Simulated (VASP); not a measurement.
# Ca (P6_3/mmc) in VASP: notebook, part 2 of 2

VASP 6.6.1. The steps go on from the part before.

**5. Single point, revPBE**

This run uses another cell than the first one, of 44.07 Å³/atom, 1.136 times its volume.

File INCAR:

```
PREC = Accurate
ENCUT = 520
EDIFF = 1E-7
ISMEAR = -1
SIGMA = 0.1
LREAL = F
LASPH = T
NELM = 60
ALGO = Normal
ISIF = 2
LWAVE = F
LCHARG = F
GGA = RE
NBANDS = 28
```

File KPOINTS:

```
regular mesh
0
Gamma
  10 10 3
```

File POSCAR:

```
Ca
1.0
    3.9603258004      0.0000000000      0.0000000000
   -1.9801629002      3.4297427504      0.0000000000
    0.0000000000      0.0000000000     12.9790804172
Ca
4
Direct
    0.0000000000      0.0000000000      0.0000000000
    0.0000000000      0.0000000000      0.5000000000
    0.3333333333      0.6666666667      0.2500000000
    0.6666666667      0.3333333333      0.7500000000
```

Potentials or basis: VASP PAW PBE potentials, release 64 (Ca_sv).

Run with:

```console
> cat potpaw_PBE.64/Ca_sv/POTCAR > POTCAR
> mpirun -np 1 vasp_std > vasp.out
```

OUTCAR:

```text
PREC = Accurate
   ENCUT = 520
   EDIFF = 1E-7
   ISMEAR = -1
   LREAL = F
   LASPH = T
   NELM = 60
   ISIF = 2
   GGA = RE

 ion  position               nearest neighbor table
   1  0.000  0.000  0.000-
   2  0.000  0.000  0.500-
   3  0.333  0.667  0.250-
   4  0.667  0.333  0.750-

  LATTYP: Found a hexagonal cell.
 ALAT       =     3.9603258004
 C/A-ratio  =     3.2772759291

  Lattice vectors:
[... 196 lines left out ...]
      3     -40.3116      2.00000
      4     -40.3088      2.00000
      5     -21.3108      2.00000
      6     -21.2563      2.00000
[... 733 lines left out ...]
     27       3.5593      0.00000
     28       3.8162      0.00000

 [... further k-points ...]
[... 5 lines left out ...]
  --------------------------------------------------------------------------------------
  -------------------------------------------------------------------------------------
  Total       -0.0050366     -0.0050366      0.0532824      0.0000000      0.0000000      0.0000000
  in kB       -0.0457736     -0.0457736      0.4842368      0.0000000      0.0000000      0.0000000
  external PRESSURE =       0.1308965 kB  Pullay stress =       0.0000000 kB

 VOLUME and BASIS-vectors are now :
 -----------------------------------------------------------------------------
  energy-cutoff  :      520.00
  volume of cell :      176.29
      direct lattice vectors                 reciprocal lattice vectors
     3.960325800  0.000000000  0.000000000     0.252504478  0.145783528  0.000000000
    -1.980162900  3.429742750  0.000000000     0.000000000  0.291567057  0.000000000
     0.000000000  0.000000000 12.979080417     0.000000000  0.000000000  0.077047061

 POSITION                                       TOTAL-FORCE (eV/Angst)
 -----------------------------------------------------------------------------------
      0.00000      0.00000      0.00000         0.000000      0.000000     -0.000000
      0.00000      0.00000      6.48954         0.000000      0.000000     -0.000000
     -0.00000      2.28650      3.24477         0.000000     -0.000000      0.000000
      1.98016      1.14325      9.73431        -0.000000      0.000000      0.000000
 -----------------------------------------------------------------------------------
    total drift:                               -0.000000      0.000000      0.000000

  FREE ENERGIE OF THE ION-ELECTRON SYSTEM (eV)
  ---------------------------------------------------
  free  energy   TOTEN  =        -7.1363350882 eV

  energy  without entropy=       -6.9674282788  energy(sigma->0) =       -7.05188168
```

OSZICAR:

```text
N       E                     dE             d eps       ncg     rms          rms(c)
DAV:   1     0.384604923204E+03    0.38460E+03   -0.19412E+04  1600   0.129E+03
DAV:   2     0.164118384360E+02   -0.36819E+03   -0.36432E+03  1604   0.390E+02
DAV:   3    -0.480726073114E+01   -0.21219E+02   -0.20774E+02  2556   0.684E+01
DAV:   4    -0.704791058065E+01   -0.22406E+01   -0.22274E+01  2496   0.189E+01
DAV:   5    -0.714968451410E+01   -0.10177E+00   -0.10161E+00  2324   0.363E+00    0.469E+00
DAV:   6    -0.713558505052E+01    0.14099E-01   -0.91928E-02  2020   0.214E+00    0.276E+00
DAV:   7    -0.713749376838E+01   -0.19087E-02   -0.73749E-02  1940   0.240E+00    0.230E-01
DAV:   8    -0.713609715877E+01    0.13966E-02   -0.72832E-03  1948   0.645E-01    0.129E-01
DAV:   9    -0.713628445755E+01   -0.18730E-03   -0.93926E-04  2800   0.103E-01    0.560E-02
DAV:  10    -0.713636657222E+01   -0.82115E-04   -0.19892E-04  1860   0.136E-01    0.879E-02
DAV:  11    -0.713633777553E+01    0.28797E-04   -0.62530E-05  1956   0.711E-02    0.891E-03
DAV:  12    -0.713633545438E+01    0.23211E-05   -0.41996E-06  2296   0.117E-02    0.711E-04
DAV:  13    -0.713633490793E+01    0.54645E-06   -0.16519E-07  1488   0.247E-03    0.696E-04
DAV:  14    -0.713633506349E+01   -0.15556E-06   -0.14642E-08  1180   0.103E-03    0.273E-04
DAV:  15    -0.713633508819E+01   -0.24701E-07   -0.50892E-09  1184   0.504E-04
   1 F= -.71363351E+01 E0= -.70518817E+01  d E =-.168907E+00
```

It took 4.1 min on 1 thread of Oxide Virtual Turin-like, shared host; peak memory 0.29 GiB.

What came out:

```yaml
Free_energy: -7.1363 eV
Pressure: 0.0 GPa
Band_gap_on_the_k_mesh: zero (band 20 reaches 2.06 eV, above the bottom of band 21 at 1.65 eV)
```

Caveat: the PAW data sets were made with another functional, which shifts forces and pressure a little.

**6. Single point, revPBE (volume scaled by 1.04)**

File INCAR:

```
SYSTEM = Ca
PREC = Accurate
ENCUT = 520
EDIFF = 1E-6
ISMEAR = -1
SIGMA = 0.1
LREAL = .FALSE.
LASPH = .TRUE.
NELM = 100
ALGO = Normal
ISIF = 2
LWAVE = .FALSE.
LCHARG = .FALSE.
GGA = RE
NBANDS = 28
```

File KPOINTS:

```
regular mesh
0
G
  10 10 3
  0 0 0
```

File POSCAR:

```
Ca
1.0
    4.0124413269      0.0000000000      0.0000000000
   -2.0062206634      3.4748761203      0.0000000000
    0.0000000000      0.0000000000     13.1498773777
Ca
4
Direct
    0.0000000000      0.0000000000      0.0000000000
    0.0000000000      0.0000000000      0.5000000000
    0.3333333333      0.6666666667      0.2500000000
    0.6666666667      0.3333333333      0.7500000000
```

Potentials or basis: VASP PAW PBE potentials, release 64 (Ca_sv).

Run with:

```console
> cat potpaw_PBE.64/Ca_sv/POTCAR > POTCAR
> mpirun -np 1 vasp_std > vasp.out
```

OUTCAR:

```text
SYSTEM = Ca
   PREC = Accurate
   ENCUT = 520
   EDIFF = 1E-6
   ISMEAR = -1
   LREAL = .FALSE.
   LASPH = .TRUE.
   NELM = 100
   ISIF = 2
   GGA = RE

 ion  position               nearest neighbor table
   1  0.000  0.000  0.000-
   2  0.000  0.000  0.500-
   3  0.333  0.667  0.250-
   4  0.667  0.333  0.750-

  LATTYP: Found a hexagonal cell.
 ALAT       =     4.0124413269
 C/A-ratio  =     3.2772759291

  Lattice vectors:

 A1 = (   4.0124413269,   0.0000000000,   0.0000000000)
 A2 = (  -2.0062206634,   3.4748761203,   0.0000000000)
 A3 = (   0.0000000000,   0.0000000000,  13.1498773777)

Analysis of symmetry for initial positions (statically):
=====================================================================
 Subroutine PRICEL returns:
 Original cell was already a primitive cell.

 Routine SETGRP: Setting up the symmetry group for a
 hexagonal supercell.

 Subroutine GETGRP returns: Found 24 space group operations
 (whereof 12 operations were pure point group operations)
 out of a pool of 24 trial point group operations.

The static configuration has the point symmetry D_3d.
 The point group associated with its full space group is D_6h.

Analysis of symmetry for dynamics (positions and initial velocities):
=====================================================================
 Subroutine PRICEL returns:
 Original cell was already a primitive cell.

 Routine SETGRP: Setting up the symmetry group for a
 hexagonal supercell.

 Subroutine GETGRP returns: Found 24 space group operations
 (whereof 12 operations were pure point group operations)
 out of a pool of 24 trial point group operations.

The dynamic configuration has the point symmetry D_3d.
 The point group associated with its full space group is D_6h.

 Subroutine INISYM returns: Found 24 space group operations
 (whereof 12 operations are pure point group operations),
 and found     1 'primitive' translations

----------------------------------------------------------------------------------------

                                     Primitive cell

  volume of cell :     183.3453

  direct lattice vectors                    reciprocal lattice vectors
     4.012441327  0.000000000  0.000000000     0.249224828  0.143890022  0.000000000
    -2.006220663  3.474876120  0.000000000     0.000000000  0.287780043  0.000000000
     0.000000000  0.000000000 13.149877378     0.000000000  0.000000000  0.076046337

  length of vectors
     4.012441327  4.012441327 13.149877378     0.287780043  0.287780043  0.076046337

  position of ions in fractional coordinates (direct lattice)
     0.000000000  0.000000000  0.000000000
     0.000000000  0.000000000  0.500000000
     0.333333333  0.666666667  0.250000000
     0.666666667  0.333333333  0.750000000

  ion indices of the primitive-cell ions
   primitive index   ion index
                 1           1
                 2           2
                 3           3
                 4           4

----------------------------------------------------------------------------------------

 KPOINTS: regular mesh

Automatic generation of k-mesh.
 Grid dimensions read from file:
 generate k-points for:   10   10    3

 Generating k-lattice:

  Cartesian coordinates                     Fractional coordinates (reciprocal lattice)
     0.024922483  0.014389002  0.000000000     0.100000000 -0.000000000  0.000000000
     0.000000000  0.028778004  0.000000000     0.000000000  0.100000000  0.000000000
     0.000000000  0.000000000  0.025348779     0.000000000  0.000000000  0.333333333

  Length of vectors
     0.028778004  0.028778004  0.025348779

  Shift w.r.t. Gamma in fractional coordinates (k-lattice)
     0.000000000  0.000000000  0.000000000

 Subroutine IBZKPT returns following result:
 ===========================================

 Found     28 irreducible k-points:

 Following reciprocal coordinates:
            Coordinates               Weight
  0.000000  0.000000  0.000000      1.000000
  0.100000  0.000000  0.000000      6.000000
  0.200000  0.000000  0.000000      6.000000
  0.300000  0.000000  0.000000      6.000000
  0.400000  0.000000  0.000000      6.000000
  0.500000  0.000000  0.000000      3.000000
[... 16 lines left out ...]
  0.300000  0.100000  0.333333     24.000000
  0.400000  0.100000  0.333333     24.000000
 [... further k-points ...]
   k-points           NKPTS =     28   k-points in BZ     NKDIM =     28   number of bands    NBANDS=     28
   number of dos      NEDOS =    301   number of ions     NIONS =      4
   total plane-waves  NPLWV =  88200
   dimension x,y,z NGX =    30 NGY =   30 NGZ =   98
   dimension x,y,z NGXF=    60 NGYF=   60 NGZF=  196
   ions per type =               4
   NGX,Y,Z   is equivalent  to a cutoff of  12.43, 12.43, 12.39 a.u.
   NGXF,Y,Z  is equivalent  to a cutoff of  24.86, 24.86, 24.78 a.u.
 SYSTEM =  Ca
   PREC   = accura    normal or accurate (medium, high low for compatibility)
   ISTART =      0    job   : 0-new  1-cont  2-samecut
   ICHARG =      2    charge: 1-file 2-atom 10-const
   ISPIN  =      1    spin polarized calculation?
   LNONCOLLINEAR =      F non collinear calculations
   LSORBIT =      F    spin-orbit coupling
   LASPH  =      T    aspherical Exc in radial PAW
   ENCUT  =  520.0 eV  38.22 Ry    6.18 a.u.   7.46  7.46 24.45*2*pi/ulx,y,z
   NELM   =    100;   NELMIN=  2; NELMDL= -5     # of ELM steps
   EDIFF  = 0.1E-05   stopping-criterion for ELM
   LREAL  =      F    real-space projection
   EDIFFG = 0.1E-04   stopping-criterion for IOM
   NSW    =      0    number of steps for IOM
   IBRION =     -1    ionic relax: 0-MD 1-quasi-New 2-CG
   NFREE  =      0    steps in history (QN), initial steepest desc. (CG)
   ISIF   =      2    stress and relaxation
   ISYM   =      2    0-nonsym 1-usesym 2-fastsym
   POTIM  = 0.5000    time-step for ionic-motion
   TEBEG  =    0.0;   TEEND  =   0.0 temperature during run
   PSTRESS=    0.0 pullay stress
   NELECT =      40.0000    total number of electrons
   NUPDOWN=      -1.0000    fix difference up-down
   EMIN   =  10.00;   EMAX   =-10.00  energy-range for DOS
   EFERMI =   0.00;   METHOD = LEGACY
   ISMEAR =    -1;   SIGMA  =   0.10  broadening in eV -4-tet -1-fermi 0-gaus
   EFERMI_NEDOS =   21; number of points for ismear=-14 and -15
   IALGO  =     38    algorithm
   IMIX   =      4    mixing-type and parameters
     AMIX     =   0.40;   BMIX     =  1.00
     AMIX_MAG =   1.60;   BMIX_MAG =  1.00
  volume/ion in A,a.u.               =      45.84       309.32
  Fermi-wavevector in a.u.,A,eV,Ry     =   0.985534  1.862389 13.215028  0.971277
  Thomas-Fermi vector in A             =   2.116848
   LORBIT       =      0    0 simple, 1 ext, 2 COOP (PROOUT), +10 PAW based schemes
   GGA     = RE    functional components
   LHFCALC =     F    Hartree Fock is set to
   AEXX    =    0.0000 exact exchange contribution
   IVDW    =     0    specifies the selected vdW correction
   LEPSILON=     F    determine dielectric tensor
   LRPA    =     F    only Hartree local field effects (RPA)
 non-spin polarized calculation
  energy-cutoff  :      520.00
  volume of cell :      183.35
 maximum number of plane-waves:      5023
 NGX is ok and might be reduce to    30
   NGX = 15   NGY = 15   NGZ = 49

 number of electron      40.0000010 magnetization

 Free energy of the ion-electron system (eV)
  ---------------------------------------------------
  ext. energy  EPLUGINS =         0.00000000
  ---------------------------------------------------
  free energy    TOTEN  =        -7.12453220 eV

  energy without entropy =       -6.95444748  energy(sigma->0) =       -7.03948984

 E-fermi :   1.7477     XC(G=0):  -7.3884

 val. band max:        1.7333795655   @ k =   0.3000   0.0000   0.0000
 cond. band min:       1.7567075218   @ k =   0.3000   0.3000   0.0000
 fundamental gap:      0.0233279562
 Fermi energy:         1.7476562402

 k-point     1 :       0.0000    0.0000    0.0000
  band No.  band energies     occupation
      1     -40.5635      2.00000
      2     -40.5615      2.00000
      3     -40.5540      2.00000
      4     -40.5520      2.00000
      5     -21.5401      2.00000
      6     -21.4934      2.00000
[... 20 lines left out ...]
     27       3.9677      0.00000
     28       3.9792      0.00000
[... 683 lines left out ...]
 k-point    24 :       0.4000    0.1000    0.3333
  band No.  band energies     occupation
      1     -40.5556      2.00000
      2     -40.5555      2.00000
      3     -40.5479      2.00000
      4     -40.5478      2.00000
      5     -21.5382      2.00000
      6     -21.5366      2.00000
[... 20 lines left out ...]
     27       3.3816      0.00000
     28       3.6286      0.00000

 [... further k-points ...]
[... 5 lines left out ...]
  --------------------------------------------------------------------------------------
  -------------------------------------------------------------------------------------
  Total       -0.6861022     -0.6861022     -0.6603564     -0.0000000      0.0000000      0.0000000
  in kB       -5.9955584     -5.9955584     -5.7705769     -0.0000000      0.0000000      0.0000000
  external PRESSURE =      -5.9205646 kB  Pullay stress =       0.0000000 kB

 VOLUME and BASIS-vectors are now :
 -----------------------------------------------------------------------------
  energy-cutoff  :      520.00
  volume of cell :      183.35
      direct lattice vectors                 reciprocal lattice vectors
     4.012441327  0.000000000  0.000000000     0.249224828  0.143890022  0.000000000
    -2.006220663  3.474876120  0.000000000     0.000000000  0.287780043  0.000000000
     0.000000000  0.000000000 13.149877378     0.000000000  0.000000000  0.076046337

 POSITION                                       TOTAL-FORCE (eV/Angst)
 -----------------------------------------------------------------------------------
      0.00000      0.00000      0.00000        -0.000000      0.000000     -0.000000
      0.00000      0.00000      6.57494        -0.000000      0.000000     -0.000000
     -0.00000      2.31658      3.28747         0.000000      0.000000      0.000000
      2.00622      1.15829      9.86241        -0.000000     -0.000000     -0.000000
 -----------------------------------------------------------------------------------
    total drift:                               -0.000000      0.000000      0.000000

  FREE ENERGIE OF THE ION-ELECTRON SYSTEM (eV)
  ---------------------------------------------------
  free  energy   TOTEN  =        -7.1245321999 eV

  energy  without entropy=       -6.9544474800  energy(sigma->0) =       -7.03948984
```

OSZICAR:

```text
N       E                     dE             d eps       ncg     rms          rms(c)
DAV:   1     0.380752367142E+03    0.38075E+03   -0.19294E+04  1584   0.128E+03
DAV:   2     0.155946069317E+02   -0.36516E+03   -0.36129E+03  1628   0.384E+02
DAV:   3    -0.483920939649E+01   -0.20434E+02   -0.20082E+02  2548   0.678E+01
DAV:   4    -0.703468479375E+01   -0.21955E+01   -0.21793E+01  2536   0.187E+01
DAV:   5    -0.712602880345E+01   -0.91344E-01   -0.91148E-01  2284   0.339E+00    0.474E+00
DAV:   6    -0.711979576776E+01    0.62330E-02   -0.87621E-02  2052   0.210E+00    0.281E+00
DAV:   7    -0.712566445990E+01   -0.58687E-02   -0.73712E-02  1912   0.240E+00    0.220E-01
DAV:   8    -0.712430006781E+01    0.13644E-02   -0.68200E-03  2028   0.619E-01    0.117E-01
DAV:   9    -0.712448134909E+01   -0.18128E-03   -0.93028E-04  2784   0.100E-01    0.536E-02
DAV:  10    -0.712456432902E+01   -0.82980E-04   -0.21914E-04  1868   0.143E-01    0.965E-02
DAV:  11    -0.712453511893E+01    0.29210E-04   -0.76151E-05  1944   0.794E-02    0.757E-03
DAV:  12    -0.712453278032E+01    0.23386E-05   -0.40357E-06  1680   0.119E-02    0.945E-04
DAV:  13    -0.712453219992E+01    0.58040E-06   -0.31998E-07  1188   0.495E-03
   1 F= -.71245322E+01 E0= -.70394898E+01  d E =-.170085E+00
```

stdout:

```text
POSCAR found type information on POSCAR Ca
 POSCAR found :  1 types and       4 ions
 scaLAPACK will be used
 -----------------------------------------------------------------------------
|                                                                             |
|                                                                             |
|     You enforced a specific xc type in the INCAR file but a different       |
|     I HOPE YOU KNOW WHAT YOU ARE DOING!                                     |
|                                                                             |
 -----------------------------------------------------------------------------

 LDA part: xc-table for (Slater+PW92), standard interpolation
 POSCAR, INCAR and KPOINTS ok, starting setup
 FFT: planning ... GRIDC
 FFT: planning ... GRID_SOFT
 FFT: planning ... GRID
 WAVECAR not read
 entering main loop
```

Wall time 3.1 min (1 thread of Oxide Virtual Turin-like, shared host); peak memory 0.29 GiB.

What came out:

| Property | Result |
| --- | --- |
| Free energy | -7.1245 eV |
| Pressure | -0.6 GPa |
| Band gap on the k mesh | zero (band 20 reaches 1.91 eV, above the bottom of band 21 at 1.48 eV) |

Caveat: the cell differs from its parent crystal (volume scaled by 1.04); the PAW data sets were made with another functional, which shifts forces and pressure a little.

**7. Overview**

| cell | gap on the mesh (eV) | pressure (GPa) |
| --- | --- | --- |
| a = 3.795, b = 3.795, c = 12.438 Å, angles 90.0, 90.0, 120.0°, 4 atoms | none | 2.6 |
| a = 3.852, b = 3.852, c = 12.623 Å, angles 90.0, 90.0, 120.0°, 4 atoms | none | 1.6 |
| a = 3.907, b = 3.907, c = 12.804 Å, angles 90.0, 90.0, 120.0°, 4 atoms | none | 0.7 |
| a = 3.960, b = 3.960, c = 12.979 Å, angles 90.0, 90.0, 120.0°, 4 atoms | none | 0.0 |
| a = 4.012, b = 4.012, c = 13.150 Å, angles 90.0, 90.0, 120.0°, 4 atoms | none | -0.6 |

Alike in all rows: task single point; level revPBE; potentials or basis VASP PAW PBE potentials, release 64 (Ca_sv); no spin polarisation; k mesh 10 × 10 × 3; cutoff (eV) 520; smearing fermi-dirac 0.1 eV.

Caveats: the PAW data sets were made with another functional, which shifts forces and pressure a little.

Total energies depend on the potentials used, so only differences within one code and one set of settings carry meaning.
